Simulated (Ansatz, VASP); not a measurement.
P: VASP beside Ansatz

File INCAR:

```
PREC = Accurate
ENCUT = 500
EDIFF = 1E-6
ISMEAR = -1
SIGMA = 0.05
LREAL = F
LASPH = T
NELM = 120
ALGO = Normal
ISIF = 2
LWAVE = F
LCHARG = F
GGA = PS
NBANDS = 8
GGA_COMPAT = F
```

File KPOINTS:

```
regular mesh
0
Gamma
  17 17 17
```

POSCAR

```
P
1.0
   -1.2707410757      1.2707410757      1.2707410757
    1.2707410757     -1.2707410757      1.2707410757
    1.2707410757      1.2707410757     -1.2707410757
P
1
Direct
    0.0000000000      0.0000000000      0.0000000000
```

Input for Ansatz:

```yaml
crystal:
  lattice:
    - [-1.2707410757, 1.2707410757, 1.2707410757]
    - [1.2707410757, -1.2707410757, 1.2707410757]
    - [1.2707410757, 1.2707410757, -1.2707410757]
  atoms:
    - { symbol: P, position: [0.0, 0.0, 0.0] }
kpoints:
  mp_grid: { grid: [17, 17, 17] }
scf:
  occupations: { method: fermi_dirac, width: 0.05 }
hamiltonian:
  xc: pbesol
  pseudopotentials: { kind: paw }
output:
  forces: true
  stress: true
  eigenvalues: true
  populations: true
```

Change from the starting cell: volume scaled by 0.6, PAW files.

Alike in both runs: task single point; functional PBEsol; k mesh 17 × 17 × 17; occupations fermi-dirac, width 0.05 eV; no spin polarisation.

|  | VASP | Ansatz |
| --- | --- | --- |
| version | VASP 6.6.1 | Ansatz 0.2.0 |
| potentials or method | VASP PAW PBE potentials, release 64 (P) | PAW with Ansatz's default frozen-core files, scalar-relativistic |
| plane-wave cutoff (eV) | 500 | 420 |
| valence electrons in the cell | 5 | 5 |

Ansatz gave:

* pressure (GPa): 157.0

Question: Which values does VASP return?

Answer: Pressure (GPa): 156.8.

VASP's potentials were made for PBE, not for PBEsol. Both programs put the cell under a high pressure, so it lies far from rest at this level.

Noted on VASP's run: the cell as given lies far from equilibrium.
